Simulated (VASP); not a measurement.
The system is Pd.

```xyz
2
Lattice="2.7505 0.0000 0.0000 0.0000 2.7505 0.0000 0.0000 0.0000 3.8898" Properties=species:S:1:pos:R:3 pbc="T T T"
Pd    0.0000    0.0000    0.0000
Pd    1.3753    1.3753    1.9449
```

- Program: VASP 6.6.1
- Task: relaxation of cell and atoms
- Functional: BLYP
- Potentials or basis: VASP PAW PBE potentials, release 64 (Pd)
- Cutoff: 600 eV
- k mesh: 11 × 11 × 8
- Occupations: fermi-dirac, width 0.05 eV
- Spin: collinear spin, antiferromagnetic start
- Starting moments: [0.5, -0.5] μB

At the start: pressure 19.3 GPa; volume 14.71 Å³/atom.

Task: How do energy, volume and symmetry change on relaxing?

Result: Over 11 steps the energy falls by 89.0 meV/atom and the volume is 16.37 Å³/atom (+11.3 %); space group Fm-3m (No. 225, to 0.05 Å); moment 0.00 μB per cell.

The path:
```tsv
step	energy change (eV)	largest force (eV/Å)	pressure (GPa)	volume (Å³)
1	0.0000	0.0000	19.29	29.43
2	0.0451	0.0000	-12.49	37.63
3	-0.1778	0.0000	-0.43	32.85
4	-0.1780	0.0000	-0.09	32.77
5	-0.1779	0.0000	0.19	32.70
6	-0.1779	0.0000	0.19	32.70
7	-0.1779	0.0000	0.18	32.70
8	-0.1779	0.0000	0.16	32.70
9	-0.1779	0.0000	0.14	32.71
10	-0.1780	0.0000	0.09	32.72
11	-0.1780	0.0000	-0.02	32.75
```

Final structure:
```xyz
2
Lattice="2.8496 0.0000 0.0000 0.0000 2.8496 0.0000 0.0000 0.0000 4.0325" Properties=species:S:1:pos:R:3 pbc="T T T"
Pd    0.0000    0.0000    0.0000
Pd    1.4248    1.4248    2.0163
```

Caveat: the PAW data sets were made with another functional, which shifts forces and pressure a little; the volume moved by +11 % from the deposited cell, more than functionals usually miss.
